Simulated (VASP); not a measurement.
TePb, 2 atoms in the cell. The structure is cubic, space group Fm-3m (No. 225). Conventional cell: a = 6.375 Å, b = 6.375 Å, c = 6.375 Å, α = 90.00°, β = 90.00°, γ = 90.00°. Within 4.2 Å of Te (site symmetry m-3m) lie 6 Pb at 3.19 Å. Within 4.2 Å of Pb (site symmetry m-3m) lie 6 Te at 3.19 Å. 

| Quantity | Value |
| --- | --- |
| Program | VASP 6.6.1 |
| Task | single point |
| Functional | PBEsol |
| Potentials or basis | VASP PAW PBE potentials, release 64 (Te, Pb_d) |
| Cutoff | 520 eV |
| k mesh | 6 × 6 × 6 |
| Occupations | gaussian, width 0.01 eV |
| Spin | no spin polarisation |
| Dipole correction | no |
| Further INCAR settings | ALGO = Normal; EDIFF = 1e-07; NBANDS = 17 |

Potentials or basis: VASP PAW PBE potentials, release 64 (Te, Pb_d).

Command:

```bash
$ cat potpaw_PBE.64/Te/POTCAR potpaw_PBE.64/Pb_d/POTCAR > POTCAR
$ mpirun -np 1 vasp_std > vasp.out
```

Hardware: 1 thread of Intel(R) Xeon(R) Platinum 8488C (Sapphire Rapids), on a shared host.

Question: Estimate the wall time of this run.

Answer: Run time: 15 s on 1 thread of Intel(R) Xeon(R) Platinum 8488C (Sapphire Rapids), with other jobs on the host, peak memory 0.2 GiB. Counts: scf iterations 14, k points 16.
